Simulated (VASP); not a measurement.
# Ga2O3 (R-3c) in VASP: notebook

Ga2O3 is run at these levels: PBE; tasks: single point, relaxation of cell and atoms.

All numbers are computed with VASP 6.6.1; they aren't measurements. Logs are shortened: lines on timing, memory, paths and dates and some standing lists are left out, and cuts for length are marked.

## 1. The cell of the first run

The structure is trigonal, space group R-3c (No. 167). The conventional cell has a = 5.058 Å, b = 5.058 Å, c = 13.624 Å, α = 90.00°, β = 90.00°, γ = 120.00°. Within 2.6 Å of Ga (site symmetry 3) lie 6 O at 1.95 to 2.10 Å. Within 2.9 Å of O (site symmetry 2) lie 4 Ga at 1.95 to 2.10 Å and 8 O at 2.66 to 2.88 Å.

## 2. Single point, PBE

Contents of INCAR:

```
SYSTEM = Ga2O3
PREC = Accurate ; ENCUT = 520
EDIFF = 1E-6 ; ISMEAR = 0
SIGMA = 0.02 ; LREAL = .False.
LASPH = .True. ; NELM = 100
ALGO = Normal ; ISIF = 2
LWAVE = .False. ; LCHARG = .True.
GGA = PE ; LVHAR = .True.
NBANDS = 55 ; KPAR = 4
```

Contents of KPOINTS:

```
Automatic mesh
0
Gamma
  9 9 9
  0 0 0
```

Contents of POSCAR:

```
Ga2O3
1.0
    2.5289880807      1.4601119492      4.5413366309
   -2.5289880807      1.4601119492      4.5413366309
    0.0000000000     -2.9202238983      4.5413366309
Ga O
4 6
Direct
    0.8558433138      0.8558433138      0.8558433138
    0.6441566862      0.6441566862      0.6441566862
    0.1441566862      0.1441566862      0.1441566862
    0.3558433138      0.3558433138      0.3558433138
    0.0530947930      0.4469052070      0.7500000000
    0.7500000000      0.0530947930      0.4469052070
    0.4469052070      0.7500000000      0.0530947930
    0.9469052070      0.5530947930      0.2500000000
    0.2500000000      0.9469052070      0.5530947930
    0.5530947930      0.2500000000      0.9469052070
```

Potentials or basis: VASP PAW PBE potentials, release 64 (Ga_d, O).

On the command line:

```console
$ cat potpaw_PBE.64/Ga_d/POTCAR potpaw_PBE.64/O/POTCAR > POTCAR
$ mpirun -np 4 vasp_std > vasp.out
```

OUTCAR:

```text
SYSTEM = Ga2O3
   PREC = Accurate
   ENCUT = 520
   EDIFF = 1E-6
   ISMEAR = 0
   LREAL = .False.
   LASPH = .True.
   NELM = 100
   ISIF = 2
   GGA = PE

 ion  position               nearest neighbor table
   1  0.856  0.856  0.856-   8 1.95  10 1.95   9 1.95   6 2.10   5 2.10   7 2.10   2 2.88
   2  0.644  0.644  0.644-   8 1.95   9 1.95  10 1.95   7 2.10   5 2.10   6 2.10   1 2.88
   3  0.144  0.144  0.144-   5 1.95   7 1.95   6 1.95   9 2.10   8 2.10  10 2.10   4 2.88
   4  0.356  0.356  0.356-   5 1.95   6 1.95   7 1.95  10 2.10   8 2.10   9 2.10   3 2.88
   5  0.053  0.447  0.750-   3 1.95   4 1.95   1 2.10   2 2.10
   6  0.750  0.053  0.447-   4 1.95   3 1.95   1 2.10   2 2.10
   7  0.447  0.750  0.053-   3 1.95   4 1.95   2 2.10   1 2.10
   8  0.947  0.553  0.250-   1 1.95   2 1.95   3 2.10   4 2.10
   9  0.250  0.947  0.553-   2 1.95   1 1.95   3 2.10   4 2.10
  10  0.553  0.250  0.947-   1 1.95   2 1.95   4 2.10   3 2.10

  LATTYP: Found a trigonal (rhomboedric) cell.
 ALAT       =     5.3992079060
 COS(alpha) =     0.5612031932

  Lattice vectors:

 A1 = (   2.5289880807,   1.4601119492,   4.5413366309)
 A2 = (  -2.5289880807,   1.4601119492,   4.5413366309)
 A3 = (   0.0000000000,  -2.9202238983,   4.5413366309)

Analysis of symmetry for initial positions (statically):
=====================================================================
 Subroutine PRICEL returns:
 Original cell was already a primitive cell.

 Routine SETGRP: Setting up the symmetry group for a
 trigonal (rhombohedral) supercell.

 Subroutine GETGRP returns: Found 12 space group operations
 (whereof  6 operations were pure point group operations)
 out of a pool of 12 trial point group operations.

The static configuration has the point symmetry S_6 .
 The point group associated with its full space group is D_3d.

Analysis of symmetry for dynamics (positions and initial velocities):
=====================================================================
 Subroutine PRICEL returns:
 Original cell was already a primitive cell.

 Routine SETGRP: Setting up the symmetry group for a
 trigonal (rhombohedral) supercell.

 Subroutine GETGRP returns: Found 12 space group operations
 (whereof  6 operations were pure point group operations)
 out of a pool of 12 trial point group operations.

The dynamic configuration has the point symmetry S_6 .
 The point group associated with its full space group is D_3d.

 Subroutine INISYM returns: Found 12 space group operations
 (whereof  6 operations are pure point group operations),
[... 116 lines left out ...]
   IBRION =     -1    ionic relax: 0-MD 1-quasi-New 2-CG
   NFREE  =      0    steps in history (QN), initial steepest desc. (CG)
   ISIF   =      2    stress and relaxation
   ISYM   =      2    0-nonsym 1-usesym 2-fastsym
   POTIM  = 0.5000    time-step for ionic-motion
   TEBEG  =    0.0;   TEEND  =   0.0 temperature during run
   PSTRESS=    0.0 pullay stress
   NELECT =      88.0000    total number of electrons
   NUPDOWN=      -1.0000    fix difference up-down
   EMIN   =  10.00;   EMAX   =-10.00  energy-range for DOS
   EFERMI =   0.00;   METHOD = LEGACY
   ISMEAR =     0;   SIGMA  =   0.02  broadening in eV -4-tet -1-fermi 0-gaus
   EFERMI_NEDOS =   21; number of points for ismear=-14 and -15
   IALGO  =     38    algorithm
   IMIX   =      4    mixing-type and parameters
     AMIX     =   0.40;   BMIX     =  1.00
     AMIX_MAG =   1.60;   BMIX_MAG =  1.00
  volume/ion in A,a.u.               =      10.06        67.90
  Fermi-wavevector in a.u.,A,eV,Ry     =   1.565596  2.958548 33.349124  2.451091
  Thomas-Fermi vector in A             =   2.668049
   LORBIT       =      0    0 simple, 1 ext, 2 COOP (PROOUT), +10 PAW based schemes
   GGA     = PE    functional components
   LHFCALC =     F    Hartree Fock is set to
   AEXX    =    0.0000 exact exchange contribution
   IVDW    =     0    specifies the selected vdW correction
   LEPSILON=     F    determine dielectric tensor
   LRPA    =     F    only Hartree local field effects (RPA)
 non-spin polarized calculation
 Gauss-broadening in eV      SIGMA  =   0.02
  energy-cutoff  :      520.00
  volume of cell :      100.62
 maximum number of plane-waves:      2731
   NGX = 21   NGY = 21   NGZ = 21

 number of electron      88.0000003 magnetization

 Free energy of the ion-electron system (eV)
  ---------------------------------------------------
  ext. energy  EPLUGINS =         0.00000000
  ---------------------------------------------------
  free energy    TOTEN  =       -59.39352295 eV

  energy without entropy =      -59.39352295  energy(sigma->0) =      -59.39352295

 E-fermi :   4.1888     XC(G=0): -11.9613

 val. band max:        4.0900233238   @ k =  -0.2222   0.1111   0.0000
 cond. band min:       6.4943473268   @ k =   0.0000   0.0000   0.0000
 fundamental gap:      2.4043240031
 Fermi energy:         4.1888194451

 k-point     1 :       0.0000    0.0000    0.0000
  band No.  band energies     occupation
      1     -14.5784      2.00000
      2     -12.7195      2.00000
      3     -12.7195      2.00000
      4     -12.6961      2.00000
      5     -12.6773      2.00000
      6     -12.6773      2.00000
[... 1381 lines left out ...]
     54      15.6538      0.00000
     55      15.9468      0.00000

 [... further k-points ...]
[... 5 lines left out ...]
  --------------------------------------------------------------------------------------
  -------------------------------------------------------------------------------------
  Total        0.6214171      0.6214171      0.5395912     -0.0000000      0.0000000      0.0000000
  in kB        9.8952296      9.8952296      8.5922624     -0.0000000      0.0000000      0.0000000
  external PRESSURE =       9.4609072 kB  Pullay stress =       0.0000000 kB

 VOLUME and BASIS-vectors are now :
 -----------------------------------------------------------------------------
  energy-cutoff  :      520.00
  volume of cell :      100.62
      direct lattice vectors                 reciprocal lattice vectors
     2.528988081  1.460111949  4.541336631     0.197707535  0.114146499  0.073399829
    -2.528988081  1.460111949  4.541336631    -0.197707535  0.114146499  0.073399829
     0.000000000 -2.920223898  4.541336631     0.000000000 -0.228292997  0.073399829

 POSITION                                       TOTAL-FORCE (eV/Angst)
 -----------------------------------------------------------------------------------
      0.00000      0.00000     11.66002        -0.000000      0.000000      0.011512
      0.00000      0.00000      8.77600        -0.000000     -0.000000     -0.011512
      0.00000      0.00000      1.96399        -0.000000     -0.000000     -0.011512
      0.00000      0.00000      4.84801        -0.000000      0.000000      0.011512
     -0.99594     -1.46011      5.67667         0.001754      0.000000      0.000000
      1.76246     -0.13245      5.67667        -0.000877      0.001519      0.000000
     -0.76652      1.59257      5.67667        -0.000877     -0.001519      0.000000
      0.99594      1.46011      7.94734        -0.001754      0.000000      0.000000
     -1.76246      0.13245      7.94734         0.000877     -0.001519      0.000000
      0.76652     -1.59257      7.94734         0.000877      0.001519      0.000000
 -----------------------------------------------------------------------------------
    total drift:                               -0.000000     -0.000000     -0.000000

  FREE ENERGIE OF THE ION-ELECTRON SYSTEM (eV)
  ---------------------------------------------------
  free  energy   TOTEN  =       -59.3935229501 eV

  energy  without entropy=      -59.3935229501  energy(sigma->0) =      -59.39352295
```

stdout:

```text
POSCAR found type information on POSCAR GaO
 POSCAR found :  2 types and      10 ions
 scaLAPACK will be used
 LDA part: xc-table for (Slater+PW92), standard interpolation
 POSCAR, INCAR and KPOINTS ok, starting setup
 FFT: planning ... GRIDC
 FFT: planning ... GRID_SOFT
 FFT: planning ... GRID
 WAVECAR not read
 entering main loop
```

Run time: 1.9 min. Hardware: 4 MPI ranks of Intel Xeon Platinum 8559C (Emerald Rapids), shared host; peak memory 0.46 GiB.

What came out:

| Property | Result |
| --- | --- |
| Free energy | -59.3935 eV |
| Pressure | 0.9 GPa |
| Largest force | 0.012 eV/Å |
| Band gap on the k mesh | 2.40 eV (least direct gap 2.62 eV) |

Forces in eV/Å, atoms in the order of the input:
```
Ga   0.000  0.000  0.012
Ga   0.000  0.000 -0.012
Ga   0.000  0.000 -0.012
Ga   0.000  0.000  0.012
O    0.002  0.000  0.000
O   -0.001  0.002  0.000
O   -0.001 -0.002  0.000
O   -0.002  0.000  0.000
O    0.001 -0.002  0.000
O    0.001  0.002  0.000
```

A k mesh can miss the band edges.

## 3. Relaxation of cell and atoms, PBE

This run uses another cell than the first one, of 9.74 Å³/atom.

Contents of INCAR:

```
SYSTEM = Ga2O3
PREC = Accurate
ENCUT = 600
EDIFF = 1E-6
ISMEAR = 0
SIGMA = 0.02
LREAL = .False.
LASPH = .True.
NELM = 60
ALGO = Normal
ISIF = 3
LWAVE = .False.
LCHARG = .False.
GGA = PE
IBRION = 2
NSW = 100
EDIFFG = -0.002
KPAR = 4
```

Contents of KPOINTS:

```
regular mesh
0
Gamma
  6 6 6
  0 0 0
```

Contents of POSCAR:

```
Ga2O3
1.0
    2.4997250000      1.4432169000      4.5003166700
   -2.4997250000      1.4432169000      4.5003166700
    0.0000000000     -2.8864338000      4.5003166700
Ga O
4 6
Direct
    0.8559600000      0.8559600000      0.8559600000
    0.6440400000      0.6440400000      0.6440400000
    0.1440400000      0.1440400000      0.1440400000
    0.3559600000      0.3559600000      0.3559600000
    0.0526000000      0.4474000000      0.7500000000
    0.7500000000      0.0526000000      0.4474000000
    0.4474000000      0.7500000000      0.0526000000
    0.9474000000      0.5526000000      0.2500000000
    0.2500000000      0.9474000000      0.5526000000
    0.5526000000      0.2500000000      0.9474000000
```

Potentials or basis: VASP PAW PBE potentials, release 64 (Ga_d, O).

On the command line:

```console
$ cat potpaw_PBE.64/Ga_d/POTCAR potpaw_PBE.64/O/POTCAR > POTCAR
$ mpirun -np 4 vasp_std > vasp.out
```

OUTCAR:

```text
SYSTEM = Ga2O3
   PREC = Accurate
   ENCUT = 600
   EDIFF = 1E-6
   ISMEAR = 0
   LREAL = .False.
   LASPH = .True.
   NELM = 60
   ISIF = 3
   GGA = PE
   IBRION = 2
   NSW = 100
   EDIFFG = -0.002

 ion  position               nearest neighbor table
   1  0.856  0.856  0.856-   9 1.93   8 1.93  10 1.93   7 2.08   6 2.08   5 2.08   2 2.86
   2  0.644  0.644  0.644-  10 1.93   8 1.93   9 1.93   6 2.08   7 2.08   5 2.08   1 2.86
   3  0.144  0.144  0.144-   6 1.93   5 1.93   7 1.93  10 2.08   9 2.08   8 2.08   4 2.86
   4  0.356  0.356  0.356-   7 1.93   5 1.93   6 1.93   9 2.08  10 2.08   8 2.08   3 2.86
   5  0.053  0.447  0.750-   3 1.93   4 1.93   1 2.08   2 2.08
   6  0.750  0.053  0.447-   3 1.93   4 1.93   2 2.08   1 2.08
   7  0.447  0.750  0.053-   4 1.93   3 1.93   1 2.08   2 2.08
   8  0.947  0.553  0.250-   1 1.93   2 1.93   3 2.08   4 2.08
   9  0.250  0.947  0.553-   1 1.93   2 1.93   4 2.08   3 2.08
  10  0.553  0.250  0.947-   2 1.93   1 1.93   3 2.08   4 2.08

[... 516 lines left out ...]
  ext. energy  EPLUGINS =         0.00000000
  ---------------------------------------------------
  free energy    TOTEN  =       -59.40023169 eV

  energy without entropy =      -59.40023169  energy(sigma->0) =      -59.40023169

 E-fermi :   4.1674     XC(G=0): -11.9430

 val. band max:        4.0689715853   @ k =  -0.1667   0.1667   0.0000
 cond. band min:       6.4241346854   @ k =   0.0000   0.0000   0.0000
 fundamental gap:      2.3551631002
 Fermi energy:         4.1673502814

 k-point     1 :       0.0000    0.0000    0.0000
  band No.  band energies     occupation
      1     -14.5878      2.00000
      2     -12.7416      2.00000
      3     -12.7416      2.00000
      4     -12.7169      2.00000
      5     -12.7003      2.00000
      6     -12.7003      2.00000
[... 1309 lines left out ...]
     51      13.7631      0.00000
     52      14.5872      0.00000

 [... further k-points ...]
[... 5 lines left out ...]
  --------------------------------------------------------------------------------------
  -------------------------------------------------------------------------------------
  Total        0.0057433      0.0057433      0.0128163     -0.0000000      0.0000000      0.0000000
  in kB        0.0911522      0.0911522      0.2034072     -0.0000000      0.0000000      0.0000000
  external PRESSURE =       0.1285705 kB  Pullay stress =       0.0000000 kB
[... 25 lines left out ...]
  FREE ENERGIE OF THE ION-ELECTRON SYSTEM (eV)
  ---------------------------------------------------
  free  energy   TOTEN  =       -59.4002316892 eV

  energy  without entropy=      -59.4002316892  energy(sigma->0) =      -59.40023169

 reached required accuracy - stopping structural energy minimisation
```

OSZICAR:

```text
N       E                     dE             d eps       ncg     rms          rms(c)
DAV:   1     0.127987569030E+04    0.12799E+04   -0.44011E+04  3916   0.346E+03
DAV:   2     0.221799375401E+03   -0.10581E+04   -0.10127E+04  3408   0.883E+02
[... 63 lines left out ...]
   7 F= -.59400222E+02 E0= -.59400222E+02  d E =-.101330E-04
       N       E                     dE             d eps       ncg     rms          rms(c)
DAV:   1    -0.594003165460E+02   -0.94162E-04   -0.17276E-03  5048   0.468E-01    0.628E-02
DAV:   2    -0.594002502840E+02    0.66262E-04   -0.20936E-04  5060   0.143E-01    0.272E-02
DAV:   3    -0.594002337358E+02    0.16548E-04   -0.34041E-05  5344   0.836E-02    0.794E-03
DAV:   4    -0.594002316299E+02    0.21059E-05   -0.80653E-06  4156   0.246E-02    0.295E-03
DAV:   5    -0.594002316892E+02   -0.59288E-07   -0.21576E-06  2104   0.145E-02
   8 F= -.59400232E+02 E0= -.59400232E+02  d E =-.198067E-04
```

CONTCAR:

```text
Ga2O3
   1.00000000000000
     2.5321824357978633    1.4619562092307301    4.5449258846270011
    -2.5321824357978633    1.4619562092307301    4.5449258846270011
    -0.0000000000000000   -2.9239124184614602    4.5449258846270011
  Ga              O
     4     6
Direct
     0.8559487173608609    0.8559487173608609    0.8559487173608609
     0.6440512826391391    0.6440512826391391    0.6440512826391391
     0.1440512826391393    0.1440512826391393    0.1440512826391393
     0.3559487173608608    0.3559487173608608    0.3559487173608608
     0.0530559829615505    0.4469440170384495    0.7500000000000000
     0.7499999999999944    0.0530559829615449    0.4469440170384607
     0.4469440170384551    0.7500000000000056    0.0530559829615393
     0.9469440170384495    0.5530559829615505    0.2500000000000000
     0.2500000000000056    0.9469440170384551    0.5530559829615391
     0.5530559829615449    0.2499999999999944    0.9469440170384609

  0.00000000E+00  0.00000000E+00  0.00000000E+00
  0.00000000E+00  0.00000000E+00  0.00000000E+00
  0.00000000E+00  0.00000000E+00  0.00000000E+00
  0.00000000E+00  0.00000000E+00  0.00000000E+00
  0.00000000E+00  0.00000000E+00  0.00000000E+00
  0.00000000E+00  0.00000000E+00  0.00000000E+00
  0.00000000E+00  0.00000000E+00  0.00000000E+00
  0.00000000E+00  0.00000000E+00  0.00000000E+00
  0.00000000E+00  0.00000000E+00  0.00000000E+00
  0.00000000E+00  0.00000000E+00  0.00000000E+00
```

Run time: 4.6 min. Hardware: 4 MPI ranks of Intel Xeon Platinum 8559C (Emerald Rapids), shared host; peak memory 0.43 GiB.

What came out:

```
Free energy                           : -59.4002 eV
Relaxed volume                        : 10.10 Å³/atom
Relaxed cell                          : a = 5.404 Å, b = 5.404 Å, c = 5.404 Å, α = 55.88°, β = 55.88°, γ = 55.88°
Space group after relaxing (to 0.1 Å) : R-3c (No. 167)
Energy gained by relaxing             : 8.4 meV/atom
Ionic steps                           : 8
Pressure after relaxing               : 0.0 GPa
Band gap on the k mesh                : 2.36 eV (least direct gap 2.59 eV)
```

The path:
| step | energy change (eV) | largest force (eV/Å) | pressure (GPa) | volume (Å³) |
| --- | --- | --- | --- | --- |
| 1 | 0.0000 | 0.0448 | 7.71 | 97.41 |
| 2 | -0.0231 | 0.0050 | -5.77 | 104.17 |
| 3 | -0.0835 | 0.0193 | -0.06 | 100.97 |
| 4 | -0.0834 | 0.0199 | 0.17 | 100.90 |
| 5 | -0.0835 | 0.0060 | 0.11 | 100.90 |
| 6 | -0.0835 | 0.0031 | 0.10 | 100.89 |
| 7 | -0.0835 | 0.0021 | -0.10 | 100.99 |
| 8 | -0.0835 | 0.0014 | 0.01 | 100.95 |

Final structure:
```cif
data_structure
_symmetry_space_group_name_H-M 'P 1'
_symmetry_Int_Tables_number 1
_cell_length_a 5.4042
_cell_length_b 5.4042
_cell_length_c 5.4042
_cell_angle_alpha 55.881
_cell_angle_beta 55.881
_cell_angle_gamma 55.881
_cell_volume 100.95
loop_
_atom_site_label
_atom_site_type_symbol
_atom_site_fract_x
_atom_site_fract_y
_atom_site_fract_z
_atom_site_occupancy
Ga1 Ga 0.85595 0.85595 0.85595 1
Ga2 Ga 0.64405 0.64405 0.64405 1
Ga3 Ga 0.14405 0.14405 0.14405 1
Ga4 Ga 0.35595 0.35595 0.35595 1
O1 O 0.05306 0.44694 0.75000 1
O2 O 0.75000 0.05306 0.44694 1
O3 O 0.44694 0.75000 0.05306 1
O4 O 0.94694 0.55306 0.25000 1
O5 O 0.25000 0.94694 0.55306 1
O6 O 0.55306 0.25000 0.94694 1
```
